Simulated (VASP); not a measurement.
Crystal: Pd.

```
CELL_PARAMETERS angstrom
0.00000 1.94650 1.94650
1.94650 0.00000 1.94650
1.94650 1.94650 0.00000
ATOMIC_POSITIONS crystal
Pd 0.00000 0.00000 0.00000
```

Base run:

```yaml
Program: VASP 6.6.1
Functional: PBE
Dispersion: D3(BJ)
Potentials_or_basis: VASP PAW PBE potentials, release 64 (Pd)
Cutoff: 520 eV
k_mesh: 12 × 12 × 12
Occupations: fermi-dirac, width 0.05 eV
Spin: no spin polarisation
```

Its results: band gap on the k mesh zero (band 5 reaches 10.06 eV, above the bottom of band 6 at 8.48 eV); pressure -0.9 GPa.

Q: After a change of settings the same cell gave: band gap on the k mesh zero (band 5 reaches 10.06 eV, above the bottom of band 6 at 8.48 eV); pressure 1.6 GPa. Which change was it?
A. dispersion from D3(BJ) to none; occupations from fermi-dirac, width 0.05 eV to gaussian, width 0.016 eV
B. dispersion from D3(BJ) to none
C. functional from PBE to RPBE; dispersion from D3(BJ) to none
D. dispersion from D3(BJ) to D4

A: D.

Caveats: pairwise dispersion overbinds metals, which lowers pressure and volume; three body term missing (some runs).
